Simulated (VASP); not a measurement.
ScAl3:

```
CELL_PARAMETERS angstrom
4.10533 0.00000 0.00000
0.00000 4.10533 0.00000
0.00000 0.00000 4.10533
ATOMIC_POSITIONS crystal
Sc 0.00000 0.00000 0.00000
Al 0.50000 0.00000 0.50000
Al 0.00000 0.50000 0.50000
Al 0.50000 0.50000 0.00000
```

Base run:

| Item | Value |
| --- | --- |
| Program | VASP 6.6.1 |
| Functional | PBEsol |
| Potentials or basis | VASP PAW PBE potentials, release 64 (Sc_sv, Al) |
| Cutoff | 520 eV |
| k mesh | 10 × 10 × 10 |
| Occupations | gaussian, width 0.1 eV |
| Spin | no spin polarisation |

Its results: band gap on the k mesh zero (bands 10 and 11 overlap by 3.74 eV); pressure -2.1 GPa.

Q: The run is repeated on the same cell with these changes: functional from PBEsol to r2SCAN. What comes out?

A: Band gap on the k mesh zero (bands 10 and 11 overlap by 4.22 eV); pressure -1.3 GPa.

Caveats: the PAW data sets were made with another functional, which shifts forces and pressure a little.
